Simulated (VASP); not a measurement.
# C (C2/m) in VASP: further runs

The runs below take C through single point, with PBE+D3(BJ).

Program: VASP 6.6.1. These are calculated values, not measurements. Logs are shortened: lines on timing, memory, paths and dates and some standing lists are left out, and cuts for length are marked.

## 1. The cell of the first run

The structure is monoclinic, space group C2/m (No. 12). The conventional cell has a = 4.269 Å, b = 2.465 Å, c = 3.650 Å, α = 90.00°, β = 112.95°, γ = 90.00°. C (site symmetry m) has 3 C at 1.41 to 1.45 Å within 1.9 Å.

## 2. Single point, PBE+D3(BJ) (atoms displaced along several vibrational modes)

INCAR

```
SYSTEM = C
  PREC = Accurate
  ENCUT = 520
  EDIFF = 1E-6
  ISMEAR = 0
  SIGMA = 0.05
  LREAL = .FALSE.
  LASPH = .TRUE.
  NELM = 100
  ALGO = Normal
  ISIF = 2
  LWAVE = .FALSE.
  LCHARG = .FALSE.
  GGA = PE
  IVDW = 12
  NBANDS = 11
```

KPOINTS

```
Automatic mesh
0
G
  15 15 15
  0 0 0
```

POSCAR

```
C
1.0
    1.2324809262      0.7115731945      3.3609366220
   -1.2324809262      0.7115731945      3.3609366220
    0.0000000000     -1.4231463891      3.3609366220
C
2
Direct
    0.1536602991      0.1536602991      0.1642003252
    0.8463397009      0.8463397009      0.8357996748
```

Potentials or basis: VASP PAW PBE potentials, release 64 (C).

Launch:

```
$ cat potpaw_PBE.64/C/POTCAR > POTCAR
$ mpirun -np 1 vasp_std > vasp.out
```

OUTCAR:

```text
SYSTEM = C
   PREC = Accurate
   ENCUT = 520
   EDIFF = 1E-6
   ISMEAR = 0
   LREAL = .FALSE.
   LASPH = .TRUE.
   NELM = 100
   ISIF = 2
   GGA = PE
   IVDW = 12
 IVDW          = 12

 ion  position               nearest neighbor table
   1  0.154  0.154  0.164-   2 1.41   2 1.45   2 1.45
   2  0.846  0.846  0.836-   1 1.41   1 1.45   1 1.45

  LATTYP: Found a trigonal (rhomboedric) cell.
 ALAT       =     3.6498274783
 COS(alpha) =     0.7719417768

  Lattice vectors:

 A1 = (   1.2324809262,   0.7115731945,   3.3609366220)
 A2 = (  -1.2324809262,   0.7115731945,   3.3609366220)
 A3 = (   0.0000000000,  -1.4231463891,   3.3609366220)

Analysis of symmetry for initial positions (statically):
=====================================================================
 Subroutine PRICEL returns:
 Original cell was already a primitive cell.

 Routine SETGRP: Setting up the symmetry group for a
 trigonal (rhombohedral) supercell.

 Subroutine GETGRP returns: Found  4 space group operations
 (whereof  4 operations were pure point group operations)
 out of a pool of 12 trial point group operations.

The static configuration has the point symmetry C_2h.

Analysis of symmetry for dynamics (positions and initial velocities):
=====================================================================
 Subroutine PRICEL returns:
 Original cell was already a primitive cell.

 Routine SETGRP: Setting up the symmetry group for a
 trigonal (rhombohedral) supercell.

 Subroutine GETGRP returns: Found  4 space group operations
 (whereof  4 operations were pure point group operations)
 out of a pool of 12 trial point group operations.

The dynamic configuration has the point symmetry C_2h.

 Subroutine INISYM returns: Found  4 space group operations
 (whereof  4 operations are pure point group operations),
 and found     1 'primitive' translations

----------------------------------------------------------------------------------------

                                     Primitive cell

  volume of cell :      17.6853

  direct lattice vectors                    reciprocal lattice vectors
     1.232480926  0.711573195  3.360936622     0.405685791  0.234222801  0.099178702
    -1.232480926  0.711573195  3.360936622    -0.405685791  0.234222801  0.099178702
     0.000000000 -1.423146389  3.360936622     0.000000000 -0.468445602  0.099178702

  length of vectors
     3.649827478  3.649827478  3.649827478     0.478829507  0.478829507  0.478829507

  position of ions in fractional coordinates (direct lattice)
     0.153660299  0.153660299  0.164200325
     0.846339701  0.846339701  0.835799675

  ion indices of the primitive-cell ions
   primitive index   ion index
                 1           1
                 2           2

----------------------------------------------------------------------------------------

 KPOINTS: Automatic mesh

Automatic generation of k-mesh.
 Grid dimensions read from file:
 generate k-points for:   15   15   15

 Generating k-lattice:

  Cartesian coordinates                     Fractional coordinates (reciprocal lattice)
     0.027045719  0.015614853  0.006611913     0.066666667  0.000000000  0.000000000
    -0.027045719  0.015614853  0.006611913     0.000000000  0.066666667  0.000000000
     0.000000000 -0.031229707  0.006611913    -0.000000000 -0.000000000  0.066666667

  Length of vectors
     0.031921967  0.031921967  0.031921967

  Shift w.r.t. Gamma in fractional coordinates (k-lattice)
     0.000000000  0.000000000  0.000000000

 Subroutine IBZKPT returns following result:
 ===========================================

 Found    904 irreducible k-points:

 Following reciprocal coordinates:
            Coordinates               Weight
  0.000000  0.000000  0.000000      1.000000
  0.066667  0.000000  0.000000      4.000000
  0.000000  0.000000  0.066667      2.000000
  0.133333  0.000000  0.000000      4.000000
  0.000000  0.000000  0.133333      2.000000
  0.200000  0.000000  0.000000      4.000000
[... 16 lines left out ...]
  0.066667  0.000000  0.200000      4.000000
  0.266667  0.066667 -0.000000      4.000000
 [... further k-points ...]
   k-points           NKPTS =    904   k-points in BZ     NKDIM =    904   number of bands    NBANDS=     11
   number of dos      NEDOS =    301   number of ions     NIONS =      2
   total plane-waves  NPLWV =  21952
   dimension x,y,z NGX =    28 NGY =   28 NGZ =   28
   dimension x,y,z NGXF=    56 NGYF=   56 NGZF=   56
   ions per type =               2
   NGX,Y,Z   is equivalent  to a cutoff of  12.75, 12.75, 12.75 a.u.
   NGXF,Y,Z  is equivalent  to a cutoff of  25.51, 25.51, 25.51 a.u.
 SYSTEM =  C
   PREC   = accura    normal or accurate (medium, high low for compatibility)
   ISTART =      0    job   : 0-new  1-cont  2-samecut
   ICHARG =      2    charge: 1-file 2-atom 10-const
   ISPIN  =      1    spin polarized calculation?
   LNONCOLLINEAR =      F non collinear calculations
   LSORBIT =      F    spin-orbit coupling
   LASPH  =      T    aspherical Exc in radial PAW
   ENCUT  =  520.0 eV  38.22 Ry    6.18 a.u.   6.79  6.79  6.79*2*pi/ulx,y,z
   NELM   =    100;   NELMIN=  2; NELMDL= -5     # of ELM steps
   EDIFF  = 0.1E-05   stopping-criterion for ELM
   LREAL  =      F    real-space projection
   EDIFFG = 0.1E-04   stopping-criterion for IOM
   NSW    =      0    number of steps for IOM
   IBRION =     -1    ionic relax: 0-MD 1-quasi-New 2-CG
   NFREE  =      0    steps in history (QN), initial steepest desc. (CG)
   ISIF   =      2    stress and relaxation
   ISYM   =      2    0-nonsym 1-usesym 2-fastsym
   POTIM  = 0.5000    time-step for ionic-motion
   TEBEG  =    0.0;   TEEND  =   0.0 temperature during run
   PSTRESS=    0.0 pullay stress
   NELECT =       8.0000    total number of electrons
   NUPDOWN=      -1.0000    fix difference up-down
   EMIN   =  10.00;   EMAX   =-10.00  energy-range for DOS
   EFERMI =   0.00;   METHOD = LEGACY
   ISMEAR =     0;   SIGMA  =   0.05  broadening in eV -4-tet -1-fermi 0-gaus
   EFERMI_NEDOS =   21; number of points for ismear=-14 and -15
   IALGO  =     38    algorithm
   IMIX   =      4    mixing-type and parameters
     AMIX     =   0.40;   BMIX     =  1.00
     AMIX_MAG =   1.60;   BMIX_MAG =  1.00
  volume/ion in A,a.u.               =       8.84        59.67
  Fermi-wavevector in a.u.,A,eV,Ry     =   1.256708  2.374834 21.487884  1.579315
  Thomas-Fermi vector in A             =   2.390403
   LORBIT       =      0    0 simple, 1 ext, 2 COOP (PROOUT), +10 PAW based schemes
   GGA     = PE    functional components
   LHFCALC =     F    Hartree Fock is set to
   AEXX    =    0.0000 exact exchange contribution
   IVDW    =    12    specifies the selected vdW correction
   LEPSILON=     F    determine dielectric tensor
   LRPA    =     F    only Hartree local field effects (RPA)
 non-spin polarized calculation
 Gauss-broadening in eV      SIGMA  =   0.05
  energy-cutoff  :      520.00
  volume of cell :       17.69
 maximum number of plane-waves:       490
   NGX = 13   NGY = 13   NGZ = 13

 number of electron       8.0000000 magnetization

 Free energy of the ion-electron system (eV)
  ---------------------------------------------------
  ext. energy  EPLUGINS =         0.00000000
  ---------------------------------------------------
  free energy    TOTEN  =       -18.10141941 eV

  energy without entropy =      -18.10141941  energy(sigma->0) =      -18.10141941

 E-fermi :   4.5499     XC(G=0): -10.3569

 val. band max:        4.3184604312   @ k =   0.2667  -0.0000  -0.3333
 cond. band min:       4.8753239415   @ k =  -0.3333   0.3333   0.0000
 fundamental gap:      0.5568635103
 Fermi energy:         4.5499039277

 k-point     1 :       0.0000    0.0000    0.0000
  band No.  band energies     occupation
      1     -14.9052      2.00000
      2      -1.7542      2.00000
      3       1.5423      2.00000
      4       2.4139      2.00000
      5       8.1205      0.00000
      6      12.4211      0.00000
      7      13.5494      0.00000
      8      16.5752      0.00000
      9      17.2035      0.00000
     10      27.3766      0.00000
     11      30.6682      0.00000

 k-point     2 :       0.0667    0.0000    0.0000
  band No.  band energies     occupation
      1     -14.7969      2.00000
      2      -1.6516      2.00000
      3       1.2723      2.00000
      4       2.0237      2.00000
      5       8.2432      0.00000
      6      12.5587      0.00000
      7      13.9185      0.00000
      8      16.2607      0.00000
      9      17.3871      0.00000
     10      27.6727      0.00000
     11      29.6779      0.00000

 k-point     3 :       0.0000    0.0000    0.0667
  band No.  band energies     occupation
      1     -14.7974      2.00000
      2      -1.6503      2.00000
      3       1.1429      2.00000
      4       2.1625      2.00000
      5       8.2462      0.00000
      6      12.8853      0.00000
      7      13.5269      0.00000
      8      16.2434      0.00000
      9      17.4300      0.00000
     10      27.6664      0.00000
     11      29.9532      0.00000

 k-point     4 :       0.1333    0.0000    0.0000
  band No.  band energies     occupation
      1     -14.4730      2.00000
      2      -1.3510      2.00000
      3       0.3948      2.00000
      4       1.1887      2.00000
      5       8.5889      0.00000
      6      12.7282      0.00000
      7      14.9638      0.00000
      8      15.4511      0.00000
      9      17.9826      0.00000
     10      27.5825      0.00000
     11      28.4976      0.00000

 k-point     5 :       0.0000    0.0000    0.1333
  band No.  band energies     occupation
      1     -14.4751      2.00000
      2      -1.3492      2.00000
      3       0.0801      2.00000
      4       1.5386      2.00000
      5       8.5974      0.00000
      6      13.3770      0.00000
      7      14.1347      0.00000
      8      15.3722      0.00000
      9      18.1087      0.00000
     10      27.7846      0.00000
     11      28.5985      0.00000
[... 211 lines left out ...]
 k-point    21 :       0.2000    0.0667    0.0000
  band No.  band energies     occupation
      1     -14.1404      2.00000
      2      -1.2026      2.00000
      3      -0.4939      2.00000
      4       0.6747      2.00000
      5       9.0748      0.00000
      6      13.2458      0.00000
      7      14.6331      0.00000
      8      15.3811      0.00000
      9      18.7460      0.00000
     10      26.0148      0.00000
     11      28.6881      0.00000

 k-point    22 :      -0.2000    0.0000   -0.0667
  band No.  band energies     occupation
      1     -14.1378      2.00000
      2      -1.1770      2.00000
      3      -0.2322      2.00000
      4       0.3608      2.00000
      5       9.0827      0.00000
      6      12.8412      0.00000
      7      14.8070      0.00000
      8      15.8199      0.00000
      9      18.6018      0.00000
     10      25.8229      0.00000
     11      28.8651      0.00000

 k-point    23 :       0.0667    0.0000    0.2000
  band No.  band energies     occupation
      1     -14.1419      2.00000
      2      -1.2159      2.00000
      3      -0.6551      2.00000
      4       0.8755      2.00000
      5       9.1014      0.00000
      6      13.5270      0.00000
      7      14.7029      0.00000
      8      14.8609      0.00000
      9      18.7723      0.00000
     10      26.0621      0.00000
     11      28.8333      0.00000

 k-point    24 :       0.2667    0.0667   -0.0000
  band No.  band energies     occupation
      1     -13.4971      2.00000
      2      -2.1387      2.00000
      3      -0.4736      2.00000
      4      -0.1904      2.00000
      5       9.4149      0.00000
      6      13.0823      0.00000
      7      13.9286      0.00000
      8      16.9422      0.00000
      9      19.7390      0.00000
     10      24.5122      0.00000
     11      28.0749      0.00000

 [... further k-points ...]

------------------------ aborting loop because EDIFF is reached ----------------------------------------

 Edisp (eV)   -0.31239

 E8    (eV) :    -0.0885

  FORCE on cell =-STRESS in cart. coord.  units (eV):
  Direction    XX          YY          ZZ          XY          YZ          ZX
  --------------------------------------------------------------------------------------
  -------------------------------------------------------------------------------------
  Total      -0.16951     0.43546    -0.69212     0.00000    -0.29710     0.00000
  in kB     -15.35643    39.45008   -62.70165     0.00000   -26.91588     0.00000
  external pressure =      -12.87 kB  Pullay stress =        0.00 kB

 VOLUME and BASIS-vectors are now :
 -----------------------------------------------------------------------------
  energy-cutoff  :      520.00
  volume of cell :       17.69
      direct lattice vectors                 reciprocal lattice vectors
     1.232480926  0.711573195  3.360936622     0.405685791  0.234222801  0.099178702
    -1.232480926  0.711573195  3.360936622    -0.405685791  0.234222801  0.099178702
     0.000000000 -1.423146389  3.360936622     0.000000000 -0.468445602  0.099178702

 POSITION                                       TOTAL-FORCE (eV/Angst)
 -----------------------------------------------------------------------------------
      0.00000     -0.01500      1.58475         0.000000      1.567290      3.117023
      0.00000      0.01500      8.49806         0.000000     -1.567290     -3.117023
 -----------------------------------------------------------------------------------
    total drift:                               -0.000000      0.000000     -0.000000

  FREE ENERGIE OF THE ION-ELECTRON SYSTEM (eV)
  ---------------------------------------------------
  free  energy   TOTEN  =       -18.4138089042 eV

  energy  without entropy=      -18.4138089042  energy(sigma->0) =      -18.41380890
```

It took 8.9 min on 1 thread of Intel Xeon 8259CL, shared host; peak memory 0.28 GiB.

Results:

- Free energy: -18.4138 eV
- Pressure: -1.3 GPa
- Largest force: 3.489 eV/Å
- Dispersion energy per atom: -0.156 eV

Forces on the atoms (eV/Å):
```
C    0.000  1.567  3.117
C    0.000 -1.567 -3.117
```

Caveat: the cell differs from its parent crystal (atoms displaced along several vibrational modes); the stress differs along the axes, from -6 to 4 GPa; forces of over 1 eV/Å act on the atoms, so gaps and moduli don't describe the material at rest.

## 3. Single point, PBE+D3(BJ) (atoms displaced along several vibrational modes)

INCAR

```
  ALGO = Normal
  EDIFF = 1E-6
  ENCUT = 520
  GGA = PE
  ISIF = 2
  ISMEAR = 0
  IVDW = 12
  LASPH = True
  LCHARG = False
  LREAL = False
  LWAVE = False
  NBANDS = 11
  NELM = 100
  PREC = Accurate
  SIGMA = 0.05
```

KPOINTS

```
k-points
0
Gamma
  15 15 15
```

POSCAR

```
C
1.0
    1.2324809262      0.7115731945      3.3609366220
   -1.2324809262      0.7115731945      3.3609366220
    0.0000000000     -1.4231463891      3.3609366220
C
2
Direct
    0.1724246556      0.1724246556      0.1408045775
    0.8275753444      0.8275753444      0.8591954225
```

Potentials or basis: VASP PAW PBE potentials, release 64 (C).

Launch:

```
$ cat potpaw_PBE.64/C/POTCAR > POTCAR
$ mpirun -np 1 vasp_std > vasp.out
```

Wall time 9.9 min (1 thread of Intel Xeon 8259CL, shared host); peak memory 0.28 GiB.

It converged, with:

```
Free energy                : -18.4617 eV
Pressure                   : 3.1 GPa
Largest force              : 4.485 eV/Å
Dispersion energy per atom : -0.156 eV
```

Forces in eV/Å, atoms in the order of the input:
```
C    0.000 -4.227  1.500
C    0.000  4.227 -1.500
```

Stress tensor (GPa, compression positive):
```
13.66  0.00  0.00
 0.00 -2.82  3.68
 0.00  3.68 -1.52
```

Caveat: the cell differs from its parent crystal (atoms displaced along several vibrational modes); the stress differs along the axes, from -3 to 14 GPa; forces of over 1 eV/Å act on the atoms, so gaps and moduli don't describe the material at rest.

(Continued in part 2 of 2.)
